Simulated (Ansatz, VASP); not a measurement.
Na2B: VASP beside Ansatz

```xyz
3
Lattice="1.4941 0.8626 5.7848 -1.4941 0.8626 5.7848 0.0000 -1.7252 5.7848" Properties=species:S:1:pos:R:3 pbc="T T T"
Na    0.0000    0.0000   12.9880
Na    0.0000    0.0000   10.1505
B     0.0000    0.0000    0.0000
```

Alike in both runs: task single point; functional PBE; k mesh 6 × 6 × 6; occupations gaussian, width 0.1 eV; no spin polarisation.

|  | VASP | Ansatz |
| --- | --- | --- |
| version | VASP 6.6.1 | Ansatz 0.2.0 |
| potentials or method | VASP PAW PBE potentials, release 64 (Na_pv, B), cutoff 520 eV | scalar-relativistic, plane waves, PAW |
| valence electrons in the cell | 17 | 21 |

Ansatz gave:

```
gap on the k mesh at the Fermi level (eV) : none
rms of the force components (eV/Å)        : 1.264
```

What did VASP give for the same quantities?

gap on the k mesh at the Fermi level (eV): none; rms of the force components (eV/Å): 1.278.

Atom by atom the forces differ by 0.015 eV/Å (rms over components). A gap of «none» marks a metal or a gap that the smearing closes. VASP's potentials hold 17 valence electrons a cell and Ansatz's 21, so a difference there can come from the potentials and not from the codes.

The k mesh is coarse, so the values compare programs but aren't converged.
